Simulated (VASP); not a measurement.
# Y (Pm-3m) in VASP: a series of runs, part 2 of 2

VASP 6.6.1. Earlier steps stand in the parts before.

**3. Relaxation of cell and atoms, PBE**

This run uses another cell than the first one, of 35.65 Å³/atom.

INCAR reads:

```
SYSTEM = Y
ALGO = Normal
EDIFF = 1E-6
EDIFFG = -0.01
ENCUT = 600
GGA = PE
IBRION = 2
ISIF = 3
ISMEAR = -1
LASPH = .True.
LCHARG = .False.
LREAL = .False.
LWAVE = .False.
NELM = 60
NSW = 80
PREC = Accurate
SIGMA = 0.1
```

KPOINTS reads:

```
k-points
0
Gamma
  10 10 10
  0 0 0
```

POSCAR reads:

```
Y
1.0
    3.2912715962      0.0000000000      0.0000000000
    0.0000000000      3.2912715962      0.0000000000
    0.0000000000      0.0000000000      3.2912715962
Y
1
Direct
    0.0000000000      0.0000000000      0.0000000000
```

Potentials or basis: VASP PAW PBE potentials, release 64 (Y_sv).

Started as:

```console
> cat potpaw_PBE.64/Y_sv/POTCAR > POTCAR
> mpirun -np 1 vasp_std > vasp.out
```

OUTCAR:

```text
SYSTEM = Y
   EDIFF = 1E-6
   EDIFFG = -0.01
   ENCUT = 600
   GGA = PE
   IBRION = 2
   ISIF = 3
   ISMEAR = -1
   LASPH = .True.
   LREAL = .False.
   NELM = 60
   NSW = 80
   PREC = Accurate

 ion  position               nearest neighbor table
   1  0.000  0.000  0.000-

  LATTYP: Found a simple cubic cell.
 ALAT       =     3.2912715962

  Lattice vectors:

 A1 = (   3.2912715962,   0.0000000000,   0.0000000000)
 A2 = (   0.0000000000,   3.2912715962,   0.0000000000)
 A3 = (   0.0000000000,   0.0000000000,   3.2912715962)

Analysis of symmetry for initial positions (statically):
=====================================================================
 Subroutine PRICEL returns:
 Original cell was already a primitive cell.

 Routine SETGRP: Setting up the symmetry group for a
 simple cubic supercell.

 Subroutine GETGRP returns: Found 48 space group operations
 (whereof 48 operations were pure point group operations)
 out of a pool of 48 trial point group operations.

The static configuration has the point symmetry O_h .

Analysis of symmetry for dynamics (positions and initial velocities):
=====================================================================
 Subroutine PRICEL returns:
 Original cell was already a primitive cell.

 Routine SETGRP: Setting up the symmetry group for a
 simple cubic supercell.

 Subroutine GETGRP returns: Found 48 space group operations
 (whereof 48 operations were pure point group operations)
 out of a pool of 48 trial point group operations.

The dynamic configuration has the point symmetry O_h .

 Subroutine INISYM returns: Found 48 space group operations
 (whereof 48 operations are pure point group operations),
 and found     1 'primitive' translations

----------------------------------------------------------------------------------------

                                     Primitive cell

  volume of cell :      35.6526

  direct lattice vectors                    reciprocal lattice vectors
     3.291271596  0.000000000  0.000000000     0.303833935  0.000000000  0.000000000
     0.000000000  3.291271596  0.000000000     0.000000000  0.303833935  0.000000000
     0.000000000  0.000000000  3.291271596     0.000000000  0.000000000  0.303833935

  length of vectors
     3.291271596  3.291271596  3.291271596     0.303833935  0.303833935  0.303833935

  position of ions in fractional coordinates (direct lattice)
     0.000000000  0.000000000  0.000000000

  ion indices of the primitive-cell ions
   primitive index   ion index
                 1           1

----------------------------------------------------------------------------------------

 KPOINTS: k-points

Automatic generation of k-mesh.
 Grid dimensions read from file:
 generate k-points for:   10   10   10

 Generating k-lattice:

  Cartesian coordinates                     Fractional coordinates (reciprocal lattice)
     0.030383393  0.000000000  0.000000000     0.100000000  0.000000000  0.000000000
[... 44 lines left out ...]
   dimension x,y,z NGX =    28 NGY =   28 NGZ =   28
   dimension x,y,z NGXF=    56 NGYF=   56 NGZF=   56
   ions per type =               1
   NGX,Y,Z   is equivalent  to a cutoff of  14.14, 14.14, 14.14 a.u.
   NGXF,Y,Z  is equivalent  to a cutoff of  28.29, 28.29, 28.29 a.u.
 SYSTEM =  Y
   PREC   = accura    normal or accurate (medium, high low for compatibility)
   ISTART =      0    job   : 0-new  1-cont  2-samecut
   ICHARG =      2    charge: 1-file 2-atom 10-const
   ISPIN  =      1    spin polarized calculation?
   LNONCOLLINEAR =      F non collinear calculations
   LSORBIT =      F    spin-orbit coupling
   LASPH  =      T    aspherical Exc in radial PAW
   ENCUT  =  600.0 eV  44.10 Ry    6.64 a.u.   6.57  6.57  6.57*2*pi/ulx,y,z
   NELM   =     60;   NELMIN=  2; NELMDL= -5     # of ELM steps
   EDIFF  = 0.1E-05   stopping-criterion for ELM
   LREAL  =      F    real-space projection
   EDIFFG = -.1E-01   stopping-criterion for IOM
   NSW    =     80    number of steps for IOM
   IBRION =      2    ionic relax: 0-MD 1-quasi-New 2-CG
   NFREE  =      1    steps in history (QN), initial steepest desc. (CG)
   ISIF   =      3    stress and relaxation
   ISYM   =      2    0-nonsym 1-usesym 2-fastsym
   POTIM  = 0.5000    time-step for ionic-motion
   TEBEG  =    0.0;   TEEND  =   0.0 temperature during run
   PSTRESS=    0.0 pullay stress
   NELECT =      11.0000    total number of electrons
   NUPDOWN=      -1.0000    fix difference up-down
   EMIN   =  10.00;   EMAX   =-10.00  energy-range for DOS
   EFERMI =   0.00;   METHOD = LEGACY
   ISMEAR =    -1;   SIGMA  =   0.10  broadening in eV -4-tet -1-fermi 0-gaus
   EFERMI_NEDOS =   21; number of points for ismear=-14 and -15
   IALGO  =     38    algorithm
   IMIX   =      4    mixing-type and parameters
     AMIX     =   0.40;   BMIX     =  1.00
     AMIX_MAG =   1.60;   BMIX_MAG =  1.00
  volume/ion in A,a.u.               =      35.65       240.60
  Fermi-wavevector in a.u.,A,eV,Ry     =   1.106221  2.090455 16.649796  1.223725
  Thomas-Fermi vector in A             =   2.242719
   LORBIT       =      0    0 simple, 1 ext, 2 COOP (PROOUT), +10 PAW based schemes
   GGA     = PE    functional components
   LHFCALC =     F    Hartree Fock is set to
   AEXX    =    0.0000 exact exchange contribution
   IVDW    =     0    specifies the selected vdW correction
   LEPSILON=     F    determine dielectric tensor
   LRPA    =     F    only Hartree local field effects (RPA)
 conjugate gradient relaxation of ions
 non-spin polarized calculation
  energy-cutoff  :      600.00
  volume of cell :       35.65
 maximum number of plane-waves:      1213
 NGX is ok and might be reduce to    28
   NGX = 13   NGY = 13   NGZ = 13

--------------------------------------- Ionic step        1  -------------------------------------------

 number of electron      10.9999999 magnetization

 Free energy of the ion-electron system (eV)
  ---------------------------------------------------
  ext. energy  EPLUGINS =         0.00000000
  ---------------------------------------------------
  free energy    TOTEN  =        -5.67516614 eV

  energy without entropy =       -5.59217197  energy(sigma->0) =       -5.63366906

------------------------ aborting loop because EDIFF is reached ----------------------------------------

  FORCE on cell =-STRESS in cart. coord.  units (eV):
  Direction    XX          YY          ZZ          XY          YZ          ZX
  --------------------------------------------------------------------------------------
  -------------------------------------------------------------------------------------
  Total       -0.1019831     -0.1019831     -0.1019831      0.0000000      0.0000000     -0.0000000
  in kB       -4.5829762     -4.5829762     -4.5829762      0.0000000      0.0000000     -0.0000000
  external PRESSURE =      -4.5829762 kB  Pullay stress =       0.0000000 kB
[... 57 lines left out ...]
--------------------------------------- Ionic step        3  -------------------------------------------

 number of electron      10.9999999 magnetization

 Free energy of the ion-electron system (eV)
  ---------------------------------------------------
  ext. energy  EPLUGINS =         0.00000000
  ---------------------------------------------------
  free energy    TOTEN  =        -5.67618538 eV

  energy without entropy =       -5.59375785  energy(sigma->0) =       -5.63497161

 E-fermi :   2.6922     XC(G=0):  -9.1307

 val. band max:        2.6708557820   @ k =   0.5000   0.0000   0.0000
 cond. band min:       2.7132042241   @ k =   0.4000   0.0000   0.0000
 fundamental gap:      0.0423484421
 Fermi energy:         2.6922313989

 k-point     1 :       0.0000    0.0000    0.0000
  band No.  band energies     occupation
      1     -40.3235      2.00000
      2     -19.9742      2.00000
      3     -19.9742      2.00000
      4     -19.9742      2.00000
      5      -1.7748      2.00000
      6       2.0931      1.99501
      7       2.0931      1.99501
      8       7.8482      0.00000
      9       7.8482      0.00000
[... 265 lines left out ...]
 k-point    24 :       0.3000    0.1000    0.1000
  band No.  band energies     occupation
      1     -40.2689      2.00000
      2     -20.4168      2.00000
      3     -19.9982      2.00000
      4     -19.9916      2.00000
      5       0.0388      2.00000
      6       2.8121      0.46340
      7       3.1197      0.02745
      8       5.6602      0.00000
      9       5.8824      0.00000

 [... further k-points ...]

------------------------ aborting loop because EDIFF is reached ----------------------------------------

  FORCE on cell =-STRESS in cart. coord.  units (eV):
  Direction    XX          YY          ZZ          XY          YZ          ZX
  --------------------------------------------------------------------------------------
  -------------------------------------------------------------------------------------
  Total       -0.0031893     -0.0031893     -0.0031893      0.0000000     -0.0000000      0.0000000
  in kB       -0.1459806     -0.1459806     -0.1459806      0.0000000     -0.0000000      0.0000000
  external PRESSURE =      -0.1459806 kB  Pullay stress =       0.0000000 kB
[... 16 lines left out ...]
  FREE ENERGIE OF THE ION-ELECTRON SYSTEM (eV)
  ---------------------------------------------------
  free  energy   TOTEN  =        -5.6761853771 eV

  energy  without entropy=       -5.5937578513  energy(sigma->0) =       -5.63497161

 reached required accuracy - stopping structural energy minimisation
```

OSZICAR:

```text
N       E                     dE             d eps       ncg     rms          rms(c)
DAV:   1     0.232610165174E+02    0.23261E+02   -0.61251E+03  1008   0.120E+03
DAV:   2    -0.459432518474E+01   -0.27855E+02   -0.27370E+02  1223   0.179E+02
[... 20 lines left out ...]
DAV:   1    -0.567758355527E+01   -0.14459E-02   -0.25922E-02  1489   0.125E+00    0.275E-01
DAV:   2    -0.567626522295E+01    0.13183E-02   -0.25333E-03  1293   0.403E-01    0.924E-02
DAV:   3    -0.567608321535E+01    0.18201E-03   -0.14601E-03  1487   0.236E-01    0.502E-02
DAV:   4    -0.567612073297E+01   -0.37518E-04   -0.28092E-05  1179   0.445E-02    0.322E-02
DAV:   5    -0.567617124149E+01   -0.50509E-04   -0.56789E-05  1561   0.334E-02    0.164E-02
DAV:   6    -0.567618548991E+01   -0.14248E-04   -0.16616E-05  1597   0.313E-02    0.172E-03
DAV:   7    -0.567618537710E+01    0.11281E-06   -0.22512E-07   566   0.395E-03
   3 F= -.56761854E+01 E0= -.56349716E+01  d E =-.101923E-02
```

CONTCAR:

```text
Y
   1.00000000000000
     3.2711831905802882    0.0000000000000000   -0.0000000000000000
     0.0000000000000000    3.2711831905802882   -0.0000000000000000
     0.0000000000000000    0.0000000000000000    3.2711831905802882
  Y
     1
Direct
     0.0000000000000000    0.0000000000000000    0.0000000000000000

  0.00000000E+00  0.00000000E+00  0.00000000E+00
```

It took 31 s on 1 thread of Intel Xeon Platinum 8559C (Emerald Rapids), shared host; peak memory 0.19 GiB.

Results:

| Quantity | Value |
| --- | --- |
| Free energy | -5.6762 eV |
| Relaxed volume | 35.00 Å³/atom |
| Relaxed cell | a = 3.271 Å, b = 3.271 Å, c = 3.271 Å, α = 90.00°, β = 90.00°, γ = 90.00° |
| Space group after relaxing (to 0.1 Å) | Pm-3m (No. 221) |
| Energy gained by relaxing | 1.0 meV/atom |
| Ionic steps | 3 |
| Pressure after relaxing | 0.0 GPa |
| Band gap on the k mesh | zero (an odd number of electrons rules out a gap without spin polarisation) |

Step by step:
| step | energy change (eV) | largest force (eV/Å) | pressure (GPa) | volume (Å³) |
| --- | --- | --- | --- | --- |
| 1 | 0.0000 | 0.0000 | -0.46 | 35.65 |
| 2 | -0.0010 | 0.0000 | -0.11 | 35.13 |
| 3 | -0.0010 | 0.0000 | -0.01 | 35.00 |

Final structure:
```
CELL_PARAMETERS angstrom
3.27118 0.00000 0.00000
0.00000 3.27118 0.00000
0.00000 0.00000 3.27118
ATOMIC_POSITIONS crystal
Y 0.00000 0.00000 0.00000
```

The gap in the log of VASP goes by the Fermi energy; the results here count the filled bands.